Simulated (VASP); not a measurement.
Wanted: the native input for a VASP 6.6.1 run.

* Task: single point
* Functional: PBE
* Potentials or basis: VASP PAW PBE potentials, release 64 (Tl_d, S, H)
* Cutoff: 520 eV
* k mesh: 1 × 1 × 1
* Occupations: gaussian, width 0.01 eV
* Spin: non-collinear spin, zero start, spin-orbit coupling
* Starting moments: [[0.0, 0.0, 0.0], [0.0, 0.0, 0.0], [0.0, 0.0, 0.0]] μB
* Dipole correction: no
* Further INCAR settings: ALGO = Normal; EDIFF = 1e-07; NBANDS = 33

The structure of TlSH lies in POSCAR:

```
TlHS
1.0
   10.3600000000      0.0000000000      0.0000000000
    0.0000000000      9.0000000000      0.0000000000
    0.0000000000      0.0000000000     11.7200000000
Tl S H
1 1 1
Direct
    0.4525000000      0.5000000000      0.3839590400
    0.4343629300      0.5000000000      0.6077628000
    0.5658957500      0.5000000000      0.6163003400
```

One way to write it, as run:

INCAR

```
SYSTEM = TlHS
PREC = Accurate
ENCUT = 520
EDIFF = 1E-7
ISMEAR = 0
SIGMA = 0.01
LREAL = .FALSE.
LASPH = .TRUE.
NELM = 150
ALGO = Normal
ISIF = 2
LWAVE = .FALSE.
LCHARG = .TRUE.
LNONCOLLINEAR = .TRUE.
MAGMOM = 0 0 0 0 0 0 0 0 0
LORBIT = 11
LSORBIT = .TRUE.
GGA_COMPAT = .FALSE.
LORBMOM = .TRUE.
GGA = PE
LVHAR = .TRUE.
NBANDS = 33
```

KPOINTS

```
regular mesh
0
G
  1 1 1
  0 0 0
```

Potentials or basis: VASP PAW PBE potentials, release 64 (Tl_d, S, H).

Command:

```console
$ cat potpaw_PBE.64/Tl_d/POTCAR potpaw_PBE.64/S/POTCAR potpaw_PBE.64/H/POTCAR > POTCAR
$ mpirun -np 1 vasp_ncl > vasp.out
```

Results of the run:

| Quantity | Value |
| --- | --- |
| Largest force | 0.365 eV/Å |
| Net moment | 0.00 μB per cell |
| Valence electrons inside the program's atomic spheres | Tl 11.16; S 3.72; H 0.58 |

Wall time 17 min on 1 thread of AMD EPYC 7R43 64-Core Processor (Zen 3), on a shared host, peak memory 2.7 GiB.
